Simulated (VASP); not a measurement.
Crystal: Nb2SiO3.

```xyz
6
Lattice="3.6578 0.0000 0.0000 0.0000 3.6578 0.0000 0.0000 0.0000 5.9926" Properties=species:S:1:pos:R:3 pbc="T T T"
Nb    1.8289    0.0000    4.8182
Nb    0.0000    1.8289    4.8182
Si    0.0000    0.0000    0.8806
O     1.8289    0.0000    1.2632
O     0.0000    1.8289    1.2632
O     0.0000    0.0000    2.1884
```

The cell was built from a structure type or drawn by symmetry, and may not be a known phase.

| Property | Result |
| --- | --- |
| Program | VASP 6.6.1 |
| Task | relaxation of cell and atoms |
| Functional | PBE |
| Potentials or basis | VASP PAW PBE potentials, release 64 (Nb_sv, Si, O) |
| Cutoff | 600 eV |
| k mesh | 3 × 3 × 2 |
| Occupations | gaussian, width 0.15 eV |
| Spin | no spin polarisation |

At the start: pressure 30.5 GPa; volume 13.36 Å³/atom.

Problem. How do energy, volume and symmetry change on relaxing?

Solution. Over 23 steps the energy falls by 1890.3 meV/atom and the volume is 12.35 Å³/atom (-7.6 %); space group P4mm (No. 99, to 0.1 Å) before and after.

The path:
| step | energy change (eV) | largest force (eV/Å) | pressure (GPa) | volume (Å³) |
| --- | --- | --- | --- | --- |
| 1 | 0.0000 | 31.0614 | 30.55 | 80.18 |
| 2 | -0.8375 | 10.7678 | -3.19 | 113.21 |
| 3 | -1.3935 | 10.5954 | -5.38 | 110.09 |
| 4 | -1.7924 | 10.4451 | -7.02 | 107.60 |
| 5 | -3.4749 | 8.3390 | -12.50 | 93.26 |
| 6 | -4.0307 | 7.9409 | -9.49 | 86.57 |
| 7 | -4.3009 | 7.6482 | -3.88 | 83.34 |
| 8 | -4.2959 | 6.0821 | 1.10 | 81.75 |
| 9 | -4.3263 | 7.2543 | -2.20 | 82.72 |
| 10 | -9.5035 | 4.1615 | -9.94 | 83.16 |
| 11 | -10.2489 | 3.1662 | -3.59 | 83.07 |
| 12 | -10.2531 | 2.9056 | -4.42 | 83.08 |
| 13 | -11.1234 | 1.1206 | -7.57 | 79.22 |
| 14 | -11.1965 | 1.5521 | -6.88 | 77.80 |
| 15 | -11.2125 | 1.0798 | 8.80 | 71.03 |
| 16 | -11.3109 | 0.8973 | 0.42 | 74.15 |
| 17 | -11.3350 | 0.1551 | -0.89 | 74.45 |
| 18 | -11.3350 | 0.1551 | -0.89 | 74.45 |
| 19 | -11.3384 | 0.1588 | 0.87 | 73.88 |
| 20 | -11.3390 | 0.0900 | 0.38 | 74.03 |
| 21 | -11.3407 | 0.0901 | -0.05 | 74.16 |
| 22 | -11.3409 | 0.1305 | -0.25 | 74.21 |
| 23 | -11.3418 | 0.0397 | -0.12 | 74.10 |

Final structure:
```
Nb Si O
1.0
     3.75370    0.00000    0.00000
     0.00000    3.75370    0.00000
     0.00000    0.00000    5.25873
Nb Si O
2 1 3
Direct
  0.50000 0.00000 0.76697
  0.00000 0.50000 0.76697
  0.00000 0.00000 0.18053
  0.50000 0.00000 0.15673
  0.00000 0.50000 0.15673
  0.00000 0.00000 0.51388
```

Caveat: the k points lie up to 0.60 Å⁻¹ apart in the final cell, too coarse for converged energies and pressures of a metal; the relaxation stopped at a loose force limit of 0.08 eV/Å, so its end isn't a converged minimum.
